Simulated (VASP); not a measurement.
Input of a VASP 6.6.1 run:

INCAR

```
SYSTEM = Si
  ALGO = Normal
  EDIFF = 1E-7
  EDIFFG = -0.002
  ENCUT = 500
  GGA = PE
  GGA_COMPAT = .FALSE.
  IBRION = 2
  ISIF = 3
  ISMEAR = 0
  LASPH = .TRUE.
  LCHARG = .FALSE.
  LREAL = .FALSE.
  LWAVE = .FALSE.
  NELM = 120
  NELMIN = 4
  NSW = 100
  PREC = Accurate
  SIGMA = 0.02
```

KPOINTS

```
k-points
0
G
  10 10 10
  0 0 0
```

The input POSCAR:

```
Si
1.0
    0.0000000000      2.7200000000      2.7200000000
    2.7200000000      0.0000000000      2.7200000000
    2.7200000000      2.7200000000      0.0000000000
Si
2
Direct
    0.0000000000      0.0000000000      0.0000000000
    0.2500000000      0.2500000000      0.2500000000
```

Potentials or basis: VASP PAW PBE potentials, release 64 (Si).

Launch:

```bash
$ cat potpaw_PBE.64/Si/POTCAR > POTCAR
$ mpirun -np 1 vasp_std > vasp.out
```

Q: Estimate the relaxed cell.

A: a = 3.867 Å, b = 3.867 Å, c = 3.867 Å, α = 60.00°, β = 60.00°, γ = 60.00°.

Q: Estimate the relaxed volume.

A: 20.44 Å³/atom.

Final structure:
```cif
data_structure
_symmetry_space_group_name_H-M 'P 1'
_symmetry_Int_Tables_number 1
_cell_length_a 3.8668
_cell_length_b 3.8668
_cell_length_c 3.8668
_cell_angle_alpha 60.000
_cell_angle_beta 60.000
_cell_angle_gamma 60.000
_cell_volume 40.88
loop_
_atom_site_label
_atom_site_type_symbol
_atom_site_fract_x
_atom_site_fract_y
_atom_site_fract_z
_atom_site_occupancy
Si1 Si 0.00000 0.00000 0.00000 1
Si2 Si 0.25000 0.25000 0.25000 1
```
